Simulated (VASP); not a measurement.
Here is a VASP 6.6.1 calculation.

INCAR

```
  ALGO = Normal
  EDIFF = 1E-7
  EDIFFG = -0.01
  ENCUT = 600
  GGA = PS
  IBRION = 2
  ISIF = 3
  ISMEAR = -1
  LASPH = T
  LCHARG = F
  LREAL = F
  LWAVE = F
  NELM = 80
  NSW = 100
  PREC = Accurate
  SIGMA = 0.03
```

File KPOINTS:

```
k-points
0
Gamma
  6 6 6
```

Contents of POSCAR:

```
ScAlH6
1.0
    0.0000000000      3.4486172600      3.4486172600
    3.4486172600      0.0000000000      3.4486172600
    3.4486172600      3.4486172600      0.0000000000
Sc Al H
1 1 6
Direct
    0.5000000000      0.5000000000      0.5000000000
    0.0000000000      0.0000000000      0.0000000000
    0.7476230800      0.2523769200      0.2523769200
    0.2523769200      0.7476230800      0.7476230800
    0.2523769200      0.7476230800      0.2523769200
    0.7476230800      0.2523769200      0.7476230800
    0.2523769200      0.2523769200      0.7476230800
    0.7476230800      0.7476230800      0.2523769200
```

Potentials or basis: VASP PAW PBE potentials, release 64 (Sc_sv, Al, H).

Run with:

```console
$ cat potpaw_PBE.64/Sc_sv/POTCAR potpaw_PBE.64/Al/POTCAR potpaw_PBE.64/H/POTCAR > POTCAR
$ mpirun -np 1 vasp_std > vasp.out
```

Problem. What does it give for the relaxed volume?

Solution. 12.02 Å³/atom.

Problem. Estimate the relaxed cell.

Solution. a = 5.143 Å, b = 5.143 Å, c = 5.143 Å, α = 60.00°, β = 60.00°, γ = 60.00°.

Final structure:
```xyz
8
Lattice="0.0000 3.6363 3.6363 3.6363 0.0000 3.6363 3.6363 3.6363 0.0000" Properties=species:S:1:pos:R:3 pbc="T T T"
Sc    3.6363    3.6363    3.6363
Al    0.0000    0.0000    0.0000
H     1.7114    3.6363    3.6363
H     5.5612    3.6363    3.6363
H     3.6363    1.7114    3.6363
H     3.6363    5.5612    3.6363
H     3.6363    3.6363    1.7114
H     3.6363    3.6363    5.5612
```

Caveat: the volume moved by over 15 % at a fixed basis, so the end points are rough; the PAW data sets were made with another functional, which shifts forces and pressure a little.
